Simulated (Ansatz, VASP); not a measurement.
# AlC2: VASP beside Ansatz

```xyz
3
Lattice="-1.6465 1.6465 2.6291 1.6465 -1.6465 2.6291 1.6465 1.6465 -2.6291" Properties=species:S:1:pos:R:3 pbc="T T T"
Al    0.0000    0.0000    0.0000
C     0.0000    0.0000    3.2968
C     0.0000    0.0000    1.9614
```

Alike in both runs: functional PBE; k mesh 8 × 8 × 8; occupations gaussian, width 0.1 eV; no spin polarisation.

Ansatz relaxed the structure, and its values are those at the end. VASP's run is a single point on that final structure, the one shown.

|  | VASP | Ansatz |
| --- | --- | --- |
| version | VASP 6.6.1 | Ansatz 0.2.0 |
| potentials or method | VASP PAW PBE potentials, release 64 (Al, C), cutoff 520 eV | scalar-relativistic, plane waves, PAW |
| valence electrons in the cell | 11 | 11 |

```csv
,VASP,Ansatz,Ansatz less VASP
gap on the k mesh at the Fermi level (eV),none,none,-
pressure (GPa),0.4,0.3,-0.16
rms of the force components (eV/Å),0.043,0.002,-0.0414
```

A gap of «none» marks a metal or a gap that the smearing closes.
